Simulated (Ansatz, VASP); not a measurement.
**KBr in VASP and in Ansatz**

File INCAR:

```
SYSTEM = KBr
  PREC = Accurate
  ENCUT = 520
  EDIFF = 1E-7
  ISMEAR = -1
  SIGMA = 0.02
  LREAL = .FALSE.
  LASPH = .TRUE.
  NELM = 60
  ALGO = Normal
  ISIF = 2
  LWAVE = .FALSE.
  LCHARG = .FALSE.
  GGA = PE
  NBANDS = 15
```

The input KPOINTS:

```
regular mesh
0
G
  6 6 6
  0 0 0
```

POSCAR

```
KBr
1.0
    0.0000000000      3.4008513556      3.4008513556
    3.4008513556      0.0000000000      3.4008513556
    3.4008513556      3.4008513556      0.0000000000
K Br
1 1
Direct
    0.0000000000      0.0000000000      0.0000000000
    0.5000000000      0.5000000000      0.5000000000
```

Input for Ansatz:

```yaml
crystal:
  lattice:
    - [0.0, 3.4008513556, 3.4008513556]
    - [3.4008513556, 0.0, 3.4008513556]
    - [3.4008513556, 3.4008513556, 0.0]
  atoms:
    - { symbol: K, position: [0.0, 0.0, 0.0] }
    - { symbol: Br, position: [0.5, 0.5, 0.5] }
kpoints:
  mp_grid: { grid: [6, 6, 6] }
  band_path:
    path:
      - [0.0, 0.0, 0.0]
      - [0.5, 0.0, 0.5]
      - [0.625, 0.25, 0.625]
      - [0.375, 0.375, 0.75]
      - [0.5, 0.5, 0.5]
      - [0.5, 0.25, 0.75]
    npoints: 1
hamiltonian:
  xc: pbe
scf:
  occupations: { method: fermi_dirac, width: 0.02 }
  n_extra_bands: 4
output:
  forces: true
  stress: true
  eigenvalues: true
```

Change from the starting cell: hydrostatic strain +3.0%.

Alike in both runs: task single point; functional PBE; k mesh 6 × 6 × 6; occupations fermi-dirac, width 0.02 eV; no spin polarisation.

|  | VASP | Ansatz |
| --- | --- | --- |
| version | VASP 6.6.1 | Ansatz 0.2.0 |
| potentials or method | VASP PAW PBE potentials, release 64 (K_sv, Br) | plane waves, PAW |
| plane-wave cutoff (eV) | 520 | 420 |
| valence electrons in the cell | 16 | 16 |

Ansatz gave:

| Property | Result |
| --- | --- |
| gap on the k mesh at the Fermi level (eV) | 4.21 |
| pressure (GPa) | -0.5 |

Problem. What did VASP give for the same quantities?

Solution. gap on the k mesh at the Fermi level (eV): 4.20; pressure (GPa): -0.5.

The functional is the same, so the differences come from potentials, cutoffs and numerics.
